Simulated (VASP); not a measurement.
ZnS, 8 atoms in the cell. The typed cell holds 8 atoms: a = 3.845 Å, b = 3.845 Å, c = 12.611 Å, α = 90.00°, β = 90.00°, γ = 120.00°.  This cell differs from its parent crystal: atoms displaced along a vibrational mode.

| Quantity | Value |
| --- | --- |
| Program | VASP 6.6.1 |
| Task | single point |
| Functional | PBE |
| Potentials or basis | VASP PAW PBE potentials, release 64 (Zn, S) |
| Cutoff | 520 eV |
| k mesh | 12 × 12 × 2 |
| Occupations | gaussian, width 0.05 eV |
| Spin | no spin polarisation |
| Dipole correction | no |
| Further INCAR settings | ALGO = Normal; EDIFF = 1e-06; NBANDS = 46 |

Potentials or basis: VASP PAW PBE potentials, release 64 (Zn, S).

The run is started by

```sh
$ cat potpaw_PBE.64/Zn/POTCAR potpaw_PBE.64/S/POTCAR > POTCAR
$ mpirun -np 1 vasp_std > vasp.out
```

Hardware: 1 thread of Oxide Virtual Turin-like Processor (shared host).

Q: How long does it take, and how much memory?

A: Wall time 17 min on 1 thread of Oxide Virtual Turin-like Processor, on a shared host, peak memory 0.81 GiB. Counts: scf iterations 15, k points 148.
